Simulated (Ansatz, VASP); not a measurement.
## Ga2Te3O: VASP beside Ansatz

The input INCAR:

```
PREC = Accurate
ENCUT = 600
EDIFF = 1E-6
ISMEAR = 0
SIGMA = 0.1
LREAL = F
LASPH = T
NELM = 100
ALGO = Normal
ISIF = 3
LWAVE = F
LCHARG = F
GGA = PE
IBRION = 2
NSW = 90
EDIFFG = -0.04
```

KPOINTS

```
regular mesh
0
Gamma
  3 3 6
```

File POSCAR:

```
Ga2Te3O
1.0
    9.2186141519      0.0000000000      0.0000000000
   -4.6093070759      7.9835540432      0.0000000000
    0.0000000000      0.0000000000      3.1188338793
Ga Te O
2 3 1
Direct
    0.3333333333      0.6666666667      0.0000000000
    0.6666666667      0.3333333333      0.0000000000
    0.5000000000      0.0000000000      0.0000000000
    0.0000000000      0.5000000000      0.0000000000
    0.5000000000      0.5000000000      0.0000000000
    0.0000000000      0.0000000000      0.0000000000
```

Input for Ansatz:

```yaml
crystal:
  lattice:
    - [9.2186141519, 0.0, 0.0]
    - [-4.6093070759, 7.9835540432, 0.0]
    - [0.0, 0.0, 3.1188338793]
  atoms:
    - { symbol: Ga, position: [0.3333333333, 0.6666666667, 0.0] }
    - { symbol: Ga, position: [0.6666666667, 0.3333333333, 0.0] }
    - { symbol: Te, position: [0.5, 0.0, 0.0] }
    - { symbol: Te, position: [0.0, 0.5, 0.0] }
    - { symbol: Te, position: [0.5, 0.5, 0.0] }
    - { symbol: O, position: [0.0, 0.0, 0.0] }
basis:
  ecutwfc: 420
kpoints:
  mp_grid: { grid: [3, 3, 6] }
hamiltonian:
  xc: pbe
scf:
  occupations: { method: gaussian, width: 0.1 }
  lower_state_search: "off"
output:
  forces: true
  stress: true
  eigenvalues: true
relax:
  adjacent_minimum: "off"
  f_tol: 0.04
  max_steps: 70
  cell: { stress_tol: 0.4 }
```

Alike in both runs: task relaxation of cell and atoms; functional PBE; k mesh 3 × 3 × 6; occupations gaussian, width 0.1 eV; no spin polarisation.

|  | VASP | Ansatz |
| --- | --- | --- |
| version | VASP 6.6.1 | Ansatz 0.2.0 |
| potentials or method | VASP PAW PBE potentials, release 64 (Ga_d, Te, O), cutoff 600 eV | scalar-relativistic, plane waves, PAW |
| valence electrons in the cell | 50 | 80 |

```tsv
	VASP	Ansatz	Ansatz less VASP
gap on the k mesh at the Fermi level, each at its own relaxed structure (eV)	none	none	-
relaxed volume (Å³/atom)	40.32	39.89	-0.430
relaxed length of the cell vector where the two differ most in proportion (Å)	10.003	9.952	-0.0503
```

A gap of «none» marks a metal or a gap that the smearing closes. VASP's potentials hold 50 valence electrons a cell and Ansatz's 80, so a difference there can come from the potentials and not from the codes.

Neither program's run includes spin-orbit coupling.
